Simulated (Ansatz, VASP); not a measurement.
# Hf8SeO15 in VASP and in Ansatz

```
Hf Se O
1.0
     0.00000    5.11500    5.11500
     5.11500    0.00000    5.11500
     5.11500    5.11500    0.00000
Hf Se O
8 1 15
Direct
  0.00000 0.00000 0.00000
  0.00000 0.00000 0.50000
  0.00000 0.50000 0.00000
  0.00000 0.50000 0.50000
  0.50000 0.00000 0.00000
  0.50000 0.00000 0.50000
  0.50000 0.50000 0.00000
  0.50000 0.50000 0.50000
  0.12500 0.12500 0.12500
  0.12500 0.12500 0.62500
  0.12500 0.62500 0.12500
  0.12500 0.62500 0.62500
  0.62500 0.12500 0.12500
  0.62500 0.12500 0.62500
  0.62500 0.62500 0.12500
  0.62500 0.62500 0.62500
  0.37500 0.37500 0.37500
  0.37500 0.37500 0.87500
  0.37500 0.87500 0.37500
  0.37500 0.87500 0.87500
  0.87500 0.37500 0.37500
  0.87500 0.37500 0.87500
  0.87500 0.87500 0.37500
  0.87500 0.87500 0.87500
```

Alike in both runs: task electric field gradients; functional PBE; k mesh 3 × 3 × 3; occupations fermi-dirac, width 0.01 eV; no spin polarisation.

|  | VASP | Ansatz |
| --- | --- | --- |
| version | VASP 6.6.1 | Ansatz 0.2.0 |
| potentials or method | VASP PAW PBE potentials, release 64 (Hf_pv, Se, O) | plane-wave PAW, scalar-relativistic |
| plane-wave cutoff (eV) | 520 | 420 |
| valence electrons in the cell | 176 | 314 |

|  | VASP | Ansatz | Ansatz less VASP |
| --- | --- | --- | --- |
| gap on the k mesh at the Fermi level (eV) | 3.06 | 3.04 | -0.019 |
| pressure (GPa) | 13.6 | 16.8 | +3.19 |
| rms of the force components (eV/Å) | 2.027 | 1.993 | -0.0346 |
| size of Vzz on the site where it differs most (V/Å²) | 125.8 | 126.7 | +0.85 |

Atom by atom the forces differ by 0.036 eV/Å (rms over components). VASP's potentials hold 176 valence electrons a cell and Ansatz's 314, so a difference there can come from the potentials and not from the codes.

Neither program's run includes spin-orbit coupling.
